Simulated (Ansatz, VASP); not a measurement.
# TiNi in VASP and in Ansatz

INCAR

```
SYSTEM = TiNi
  PREC = Accurate
  ENCUT = 600
  EDIFF = 1E-7
  ISMEAR = -1
  SIGMA = 0.15
  LREAL = .FALSE.
  LASPH = .TRUE.
  NELM = 150
  ALGO = Normal
  ISIF = 3
  LWAVE = .FALSE.
  LCHARG = .FALSE.
  ISPIN = 2
  MAGMOM = 0 1
  LORBIT = 11
  LMAXMIX = 4
  GGA = PS
  IBRION = 2
  NSW = 80
  EDIFFG = -0.01
```

KPOINTS

```
regular mesh
0
G
  8 8 8
  0 0 0
```

The input POSCAR:

```
TiNi
1.0
    2.9880660000      0.0000000000      0.0000000000
    0.0000000000      2.9880660000      0.0000000000
    0.0000000000      0.0000000000      2.9880660000
Ti Ni
1 1
Direct
    0.5000000000      0.5000000000      0.5000000000
    0.0000000000      0.0000000000      0.0000000000
```

Input for Ansatz:

```yaml
crystal:
  lattice:
    bravais: cubic
    a: 2.988066
  space_group: 221
  atoms:
    - { symbol: Ti, position: [0.5, 0.5, 0.5] }
    - { symbol: Ni, position: [0.0, 0.0, 0.0] }
basis:
  ecutwfc: 503.410645550778
kpoints:
  mp_grid:
    grid: [8, 8, 8]
hamiltonian:
  xc: pbesol
  dispersion: none
magnetization:
  spin_polarized: true
  per_species:
    Ni: 1.0
scf:
  occupations:
    method: fermi_dirac
    width: 0.15
relax:
  f_tol: 0.01
  cell: {}
```

Alike in both runs: task relaxation of cell and atoms; functional PBEsol; k mesh 8 × 8 × 8; occupations fermi-dirac, width 0.15 eV; collinear spin.

|  | VASP | Ansatz |
| --- | --- | --- |
| version | VASP 6.6.1 | Ansatz 0.2.0 |
| potentials or method | VASP PAW PBE potentials, release 64 (Ti_sv, Ni), cutoff 600 eV | plane waves, PAW |
| valence electrons in the cell | 22 | 30 |

Ansatz gave:

| Item | Value |
| --- | --- |
| net moment per atom (μB) | 0.00 |
| relaxed volume (Å³/atom) | 13.15 |
| relaxed cell length with the largest relative difference (Å) | 2.974 |

Q: Which values does VASP return?

A: net moment per atom (μB): 0.00; relaxed volume (Å³/atom): 13.13; relaxed cell length with the largest relative difference (Å): 2.973.

VASP's potentials were made for PBE, not for PBEsol. VASP's potentials hold 22 valence electrons a cell and Ansatz's 30, so a difference there can come from the potentials and not from the codes. Ansatz's warnings: seeded moment not kept.
